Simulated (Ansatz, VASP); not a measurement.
## Two plane-wave programs on ZnS

```
CELL_PARAMETERS angstrom
0.13922 2.74965 2.74965
2.74965 0.13922 2.74965
2.74965 2.74965 0.13922
ATOMIC_POSITIONS crystal
Zn 0.00000 0.00000 0.00000
S 0.75000 0.75000 0.75000
```

Alike in both runs: task single point; functional PBEsol; k mesh 10 × 10 × 10; occupations gaussian, width 0.05 eV; no spin polarisation.

```csv
,VASP,Ansatz
version,VASP 6.6.1,Ansatz 0.2.0
potentials or method,"VASP PAW PBE potentials, release 64 (Zn, S), cutoff 520 eV","scalar-relativistic, plane waves, PAW"
valence electrons in the cell,18,18
```

Ansatz gave:

| Quantity | Value |
| --- | --- |
| gap on the k mesh at the Fermi level (eV) | 1.87 |
| least direct gap on the mesh (eV) | 1.87 |
| pressure (GPa) | 0.7 |
| traceless stress, the component that is largest in VASP (GPa) | -3.41 |
| rms of the force components (eV/Å) | 0.228 |

Q: What did VASP give for the same quantities?

A: gap on the k mesh at the Fermi level (eV): 1.88; least direct gap on the mesh (eV): 1.88; pressure (GPa): 0.9; traceless stress, the component that is largest in VASP (GPa): -3.42; rms of the force components (eV/Å): 0.231.

VASP's potentials were made for PBE, not for PBEsol. Atom by atom the forces differ by 0.003 eV/Å (rms over components).
